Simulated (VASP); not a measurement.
Fe, 2 atoms in the cell. The structure is orthorhombic, space group Fmmm (No. 69). The conventional cell has a = 3.400 Å, b = 3.452 Å, c = 3.710 Å, α = 90.00°, β = 90.00°, γ = 90.00°. Fe (site symmetry mmm) has 12 Fe at 2.42 to 2.53 Å within 3.2 Å. 

| Property | Result |
| --- | --- |
| Program | VASP 6.6.1 |
| Task | single point |
| Functional | LDA |
| Potentials or basis | VASP PAW LDA potentials, release 64 (Fe) |
| Cutoff | 600 eV |
| k mesh | 13 × 13 × 9 |
| Occupations | fermi-dirac, width 0.08 eV |
| Spin | collinear spin, ferrimagnetic start |
| Starting moments | [-1.05, 1.75] μB |
| Fixed moment | 0.7 μB |
| Dipole correction | no |
| Further INCAR settings | ALGO = Normal; EDIFF = 1e-06; NBANDS = 19 |

Potentials or basis: VASP PAW LDA potentials, release 64 (Fe).

Run with:

```bash
$ cat potpaw_LDA.64/Fe/POTCAR > POTCAR
$ mpirun -np 1 vasp_std > vasp.out
```

Hardware: 1 thread of Oxide Virtual Turin-like Processor, with other jobs on the host.

Q: How long does it take, and how much memory?

A: It took 2.7 min on 1 thread of Oxide Virtual Turin-like Processor, with other jobs on the host, peak memory 0.23 GiB. Counts: scf iterations 16, k points 245.
